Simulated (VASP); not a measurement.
**CdSe: single point with PBEsol**

Crystal: CdSe.

```xyz
2
Lattice="0.0000 3.0492 3.0492 3.0492 0.0000 3.0492 2.8183 2.8183 0.2309" Properties=species:S:1:pos:R:3 pbc="T T T"
Cd    0.0000    0.0000    0.0000
Se    4.4006    4.4006    4.7470
```

```yaml
Program: VASP 6.6.1
Task: single point
Functional: PBEsol
Potentials_or_basis: VASP PAW PBE potentials, release 64 (Cd, Se)
Cutoff: 520 eV
k_mesh: 10 × 10 × 10
Occupations: gaussian, width 0.05 eV
Spin: no spin polarisation
Dipole_correction: no
Further_INCAR_settings: ALGO = Normal; EDIFF = 1e-06; NBANDS = 16
```

| Property | Result |
| --- | --- |
| Pressure | 10.2 GPa |
| Largest force | 2.177 eV/Å |
| Band gap on the k mesh | 0.62 eV, direct |

Forces on the atoms (eV/Å):
```
Cd  -1.257 -1.257  1.257
Se   1.257  1.257 -1.257
```

Stress tensor (GPa, compression positive):
```
10.21  6.95 -6.95
 6.95 10.21 -6.95
-6.95 -6.95 10.21
```

Levels at points of the mesh, in eV from the valence-band top:
| k point | band 7 | band 8 | band 9 | band 10 | band 11 | band 12 |
| --- | --- | --- | --- | --- | --- | --- |
| (0.00, 0.00, 0.00) | -0.21 | -0.21 | 0.00 | 0.62 | 5.21 | 5.21 |
| (0.50, 0.00, 0.00) | -5.25 | -0.89 | -0.80 | 2.47 | 5.99 | 6.87 |
| (0.50, 0.50, 0.00) | -4.77 | -2.77 | -1.93 | 2.47 | 3.89 | 8.93 |
| (0.00, 0.00, 0.50) | -5.25 | -1.50 | -1.50 | 1.80 | 5.71 | 5.71 |

It took 34 s on 1 thread of Intel(R) Xeon(R) Platinum 8559C (Emerald Rapids) (shared host), peak memory 0.24 GiB.

Caveat: the PAW data sets were made with another functional, which shifts forces and pressure a little. PBEsol gaps usually lie below the measured ones, often by a third to a half.
